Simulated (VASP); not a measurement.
A run of VASP 6.6.1:

Contents of INCAR:

```
ALGO = Normal
DIPOL = 0.5 0.5 0.500
EDIFF = 1E-7
ENCUT = 520
GGA = PE
IDIPOL = 3
ISIF = 2
ISMEAR = -1
LASPH = True
LCHARG = True
LDIPOL = True
LELF = True
LREAL = False
LVACPOTAV = True
LVHAR = True
LWAVE = False
NBANDS = 38
NELM = 80
PREC = Accurate
SIGMA = 0.08
```

The input KPOINTS:

```
k-points
0
Gamma
  15 15 1
```

POSCAR

```
Zr4Nb
1.0
    3.2310992957      0.0000000000      0.0000000000
   -1.6155496478      2.7982140722      0.0000000000
    0.0000000000      0.0000000000     26.3503000000
Nb Zr
1 4
Direct
    0.0000000000      0.0000000000      0.3077549329
    0.3333333333      0.6666666667      0.3996974088
    0.0000000000      0.0000000000      0.5000000133
    0.3333333333      0.6666666667      0.6003025912
    0.0000000000      0.0000000000      0.6922450535
```

Potentials or basis: VASP PAW PBE potentials, release 64 (Nb_sv, Zr_sv).

Launch:

```sh
$ cat potpaw_PBE.64/Nb_sv/POTCAR potpaw_PBE.64/Zr_sv/POTCAR > POTCAR
$ mpirun -np 1 vasp_std > vasp.out
```

Hardware: 1 thread of Intel(R) Xeon(R) Platinum 8488C (Sapphire Rapids), on a shared host.

**Question.** Estimate the wall time of this run.

**Answer.** Wall time 9.9 min on 1 thread of Intel(R) Xeon(R) Platinum 8488C (Sapphire Rapids), on a shared host, peak memory 0.45 GiB. Counts: scf iterations 40, k points 27.
